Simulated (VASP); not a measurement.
# PbF2 (Fm-3m) in VASP: further runs, part 2 of 2

VASP 6.6.1.

### 3 Single point, r2SCAN

POSCAR reads:

```
PbF2
1.0
    0.0000000000      2.9604381111      2.9604381111
    2.9604381111      0.0000000000      2.9604381111
    2.9604381111      2.9604381111      0.0000000000
Pb F
1 2
Direct
    0.0000000000      0.0000000000      0.0000000000
    0.2500000000      0.2500000000      0.2500000000
    0.7500000000      0.7500000000      0.7500000000
```

INCAR.step1 reads:

```
PREC = Accurate ; ENCUT = 520
ISMEAR = -1 ; SIGMA = 0.02
LREAL = False ; LASPH = True
NELM = 60 ; NBANDS = 21
GGA = PE ; ALGO = Normal
EDIFF = 1E-4 ; LWAVE = True
LCHARG = False
```

INCAR.step2 reads:

```
PREC = Accurate ; ENCUT = 520
EDIFF = 1E-6 ; ISMEAR = -1
SIGMA = 0.02 ; LREAL = False
LASPH = True ; NELM = 60
ALGO = Normal ; ISIF = 2
LWAVE = False ; LCHARG = False
METAGGA = R2SCAN ; LMIXTAU = True
NBANDS = 21 ; ISTART = 1
```

KPOINTS reads:

```
regular mesh
0
Gamma
  6 6 6
```

Potentials or basis: VASP PAW PBE potentials, release 64 (Pb_d, F).

Run with:

```sh
$ cat potpaw_PBE.64/Pb_d/POTCAR potpaw_PBE.64/F/POTCAR > POTCAR
$ cp INCAR.step1 INCAR
$ mpirun -np 1 vasp_std > vasp.out
$ cp INCAR.step2 INCAR
$ mpirun -np 1 vasp_std > vasp.out
```

Wall time 29 s (1 thread of Intel Xeon 6975P-C (Granite Rapids), shared host); peak memory 0.17 GiB.

Results (log left out):

| Quantity | Value |
| --- | --- |
| Free energy | -70.1618 eV |
| Pressure | -0.1 GPa |
| Band gap on the k mesh | 4.96 eV (least direct gap 5.08 eV) |

Levels at points of the mesh, in eV from the valence-band top:
| k point | band 11 | band 12 | band 13 | band 14 | band 15 | band 16 | band 17 | band 18 |
| --- | --- | --- | --- | --- | --- | --- | --- | --- |
| (0.00, 0.00, 0.00) | -2.64 | -2.13 | -2.13 | -2.13 | 7.33 | 7.33 | 7.33 | 10.72 |
| (0.50, 0.00, 0.00) | -2.82 | -2.31 | -2.31 | -0.03 | 5.41 | 8.28 | 8.28 | 13.48 |
| (0.50, 0.50, 0.00) | -1.72 | -1.72 | -1.72 | -0.11 | 4.96 | 8.49 | 8.49 | 9.10 |

Caveat: the PAW data sets were made with another functional, which shifts forces and pressure a little; spin-orbit coupling is left out, which moves the levels of the heavy elements.

### 4 Single point, PBE

INCAR reads:

```
SYSTEM = PbF2
  PREC = Accurate
  ENCUT = 520
  EDIFF = 1E-7
  ISMEAR = -1
  SIGMA = 0.02
  LREAL = .FALSE.
  LASPH = .TRUE.
  NELM = 100
  ALGO = Normal
  ISIF = 2
  LWAVE = .FALSE.
  LCHARG = .FALSE.
  GGA = PE
  NBANDS = 21
```

KPOINTS reads:

```
regular mesh
0
G
  8 8 8
  0 0 0
```

POSCAR is that of step 3.

Potentials or basis: VASP PAW PBE potentials, release 64 (Pb_d, F).

Run with:

```sh
$ cat potpaw_PBE.64/Pb_d/POTCAR potpaw_PBE.64/F/POTCAR > POTCAR
$ mpirun -np 1 vasp_std > vasp.out
```

OUTCAR:

```text
SYSTEM = PbF2
   PREC = Accurate
   ENCUT = 520
   EDIFF = 1E-7
   ISMEAR = -1
   LREAL = .FALSE.
   LASPH = .TRUE.
   NELM = 100
   ISIF = 2
   GGA = PE

 ion  position               nearest neighbor table
   1  0.000  0.000  0.000-   3 2.56   3 2.56   3 2.56   2 2.56   3 2.56   2 2.56   2 2.56   2 2.56

   2  0.250  0.250  0.250-   1 2.56   1 2.56   1 2.56   1 2.56
   3  0.750  0.750  0.750-   1 2.56   1 2.56   1 2.56   1 2.56

  LATTYP: Found a face centered cubic cell.
 ALAT       =     5.9208762222

  Lattice vectors:

 A1 = (   0.0000000000,   2.9604381111,   2.9604381111)
 A2 = (   2.9604381111,   0.0000000000,   2.9604381111)
 A3 = (   2.9604381111,   2.9604381111,   0.0000000000)

Analysis of symmetry for initial positions (statically):
=====================================================================
 Subroutine PRICEL returns:
 Original cell was already a primitive cell.

 Routine SETGRP: Setting up the symmetry group for a
 face centered cubic supercell.

 Subroutine GETGRP returns: Found 48 space group operations
 (whereof 48 operations were pure point group operations)
 out of a pool of 48 trial point group operations.

[... 162 lines left out ...]

 E-fermi :   2.4091     XC(G=0):  -9.4226

 val. band max:        1.9301274598   @ k =  -0.2500   0.5000   0.2500
 cond. band min:       6.3453386249   @ k =   0.5000   0.5000   0.0000
 fundamental gap:      4.4152111651
 Fermi energy:         2.4090798553

 k-point     1 :       0.0000    0.0000    0.0000
  band No.  band energies     occupation
      1     -19.1951      2.00000
      2     -18.5684      2.00000
      3     -12.5115      2.00000
      4     -12.5115      2.00000
      5     -12.5115      2.00000
      6     -12.4534      2.00000
[... 565 lines left out ...]
     20      18.0414      0.00000
     21      18.4959      0.00000

 [... further k-points ...]

------------------------ aborting loop because EDIFF is reached ----------------------------------------

  FORCE on cell =-STRESS in cart. coord.  units (eV):
  Direction    XX          YY          ZZ          XY          YZ          ZX
  --------------------------------------------------------------------------------------
  -------------------------------------------------------------------------------------
  Total        0.8877431      0.8877431      0.8877431     -0.0000000      0.0000000     -0.0000000
  in kB       27.4094243     27.4094243     27.4094243     -0.0000000      0.0000000     -0.0000000
  external PRESSURE =      27.4094243 kB  Pullay stress =       0.0000000 kB

 VOLUME and BASIS-vectors are now :
 -----------------------------------------------------------------------------
  energy-cutoff  :      520.00
  volume of cell :       51.89
      direct lattice vectors                 reciprocal lattice vectors
     0.000000000  2.960438111  2.960438111    -0.168893921  0.168893921  0.168893921
     2.960438111  0.000000000  2.960438111     0.168893921 -0.168893921  0.168893921
     2.960438111  2.960438111  0.000000000     0.168893921  0.168893921 -0.168893921

 POSITION                                       TOTAL-FORCE (eV/Angst)
 -----------------------------------------------------------------------------------
      0.00000      0.00000      0.00000         0.000000     -0.000000      0.000000
      1.48022      1.48022      1.48022         0.000000      0.000000      0.000000
      4.44066      4.44066      4.44066        -0.000000     -0.000000     -0.000000
 -----------------------------------------------------------------------------------
    total drift:                                0.000000     -0.000000      0.000000

  FREE ENERGIE OF THE ION-ELECTRON SYSTEM (eV)
  ---------------------------------------------------
  free  energy   TOTEN  =       -14.3310031106 eV

  energy  without entropy=      -14.3310031106  energy(sigma->0) =      -14.33100311
```

OSZICAR:

```text
N       E                     dE             d eps       ncg     rms          rms(c)
DAV:   1     0.305250057933E+03    0.30525E+03   -0.14680E+04  1218   0.152E+03
DAV:   2     0.118404592161E+02   -0.29341E+03   -0.27485E+03  1276   0.432E+02
DAV:   3    -0.154611652849E+02   -0.27302E+02   -0.27003E+02  1463   0.141E+02
DAV:   4    -0.162340057396E+02   -0.77284E+00   -0.77247E+00  1376   0.248E+01
DAV:   5    -0.162591735587E+02   -0.25168E-01   -0.25166E-01  1629   0.461E+00    0.800E+00
DAV:   6    -0.143357848095E+02    0.19234E+01   -0.86787E+00  1619   0.232E+01    0.264E+00
DAV:   7    -0.143355563782E+02    0.22843E-03   -0.45006E-01  1293   0.407E+00    0.156E+00
DAV:   8    -0.143333737973E+02    0.21826E-02   -0.10235E-01  1288   0.353E+00    0.553E-01
DAV:   9    -0.143298589601E+02    0.35148E-02   -0.19657E-02  1595   0.107E+00    0.102E-01
DAV:  10    -0.143310035841E+02   -0.11446E-02   -0.15120E-03  1268   0.323E-01    0.324E-02
DAV:  11    -0.143309937623E+02    0.98219E-05   -0.12121E-04  1402   0.928E-02    0.910E-03
DAV:  12    -0.143310041475E+02   -0.10385E-04   -0.22859E-05  1324   0.361E-02    0.788E-03
DAV:  13    -0.143310030677E+02    0.10798E-05   -0.66606E-06  1719   0.239E-02    0.843E-04
DAV:  14    -0.143310031106E+02   -0.42871E-07   -0.35436E-07  1330   0.472E-03
   1 F= -.14331003E+02 E0= -.14331003E+02  d E =-.229314E-11
```

Wall time 12 s (1 thread of Intel Xeon 6975P-C (Granite Rapids), shared host); peak memory 0.18 GiB.

What came out:

```yaml
Free_energy: -14.3310 eV
Pressure: 2.7 GPa
Band_gap_on_the_k_mesh: 4.42 eV (least direct gap 4.56 eV)
```

Levels at points of the mesh, in eV from the valence-band top:
```tsv
k point	band 10	band 11	band 12	band 13	band 14	band 15	band 16	band 17	band 18	band 19
(0.00, 0.00, 0.00)	-2.50	-2.50	-2.00	-2.00	-2.00	6.78	6.78	6.78	10.65	15.16
(0.50, 0.00, 0.00)	-2.70	-2.70	-2.17	-2.17	-0.03	5.03	7.68	7.68	13.23	13.75
(0.50, 0.50, 0.00)	-3.58	-1.58	-1.57	-1.57	-0.15	4.42	7.91	7.91	8.95	14.21
```

Caveat: spin-orbit coupling is left out, which moves the levels of the heavy elements. A k mesh can miss the band edges.

### 5 Single point, PBE

This run uses another cell than the first one, of 18.01 Å³/atom.

INCAR reads:

```
ALGO = Normal
EDIFF = 1E-6
ENCUT = 520
GGA = PE
ISIF = 2
ISMEAR = -1
LASPH = True
LCHARG = True
LELF = True
LREAL = False
LVHAR = True
LWAVE = False
NBANDS = 21
NELM = 100
PREC = Accurate
SIGMA = 0.02
```

KPOINTS reads:

```
k-points
0
Gamma
  8 8 8
```

POSCAR reads:

```
PbF2
1.0
    0.0000000000      3.0003293718      3.0003293718
    3.0003293718      0.0000000000      3.0003293718
    3.0003293718      3.0003293718      0.0000000000
Pb F
1 2
Direct
    0.0000000000      0.0000000000      0.0000000000
    0.2500000000      0.2500000000      0.2500000000
    0.7500000000      0.7500000000      0.7500000000
```

Run with:

```sh
$ cat potpaw_PBE.64/Pb_d/POTCAR potpaw_PBE.64/F/POTCAR > POTCAR
$ mpirun -np 1 vasp_std > vasp.out
```

Wall time 12 s (1 thread of Intel Xeon 6975P-C (Granite Rapids), shared host); peak memory 0.18 GiB.

The run converged. Its results:

- Free energy: -14.3510 eV
- Pressure: -0.2 GPa
- Band gap on the k mesh: 4.42 eV (least direct gap 4.56 eV)

Levels at points of the mesh, in eV from the valence-band top:
| k point | band 12 | band 13 | band 14 | band 15 | band 16 | band 17 |
| --- | --- | --- | --- | --- | --- | --- |
| (0.00, 0.00, 0.00) | -1.75 | -1.75 | -1.75 | 6.73 | 6.73 | 6.73 |
| (0.50, 0.00, 0.00) | -1.92 | -1.92 | -0.01 | 5.03 | 7.55 | 7.55 |
| (0.50, 0.50, 0.00) | -1.36 | -1.35 | -0.14 | 4.42 | 7.76 | 7.76 |

Caveat: spin-orbit coupling is left out, which moves the levels of the heavy elements.

### 6 The runs side by side

```tsv
level	cell	k mesh	smearing	gap on the mesh (eV)	pressure (GPa)
PBE	a = 4.187 Å, angles 60.0°, 3 atoms	4 × 4 × 4	gaussian 0.01 eV	4.42	2.7
r2SCAN	a = 4.187 Å, angles 60.0°, 3 atoms	6 × 6 × 6	fermi-dirac 0.02 eV	4.96	-0.1
PBE	a = 4.187 Å, angles 60.0°, 3 atoms	8 × 8 × 8	fermi-dirac 0.02 eV	4.42	2.7
PBE	a = 4.243 Å, angles 60.0°, 3 atoms	8 × 8 × 8	fermi-dirac 0.02 eV	4.42	-0.2
```

Alike in all rows: task single point; potentials or basis VASP PAW PBE potentials, release 64 (Pb_d, F); no spin polarisation; cutoff (eV) 520.

Caveats: some runs use coarse meshes; spin-orbit coupling is left out, which moves the levels of the heavy elements; the PAW data sets were made with another functional, which shifts forces and pressure a little (at least some runs).

Absolute energies hang on the potentials; compare differences alone.
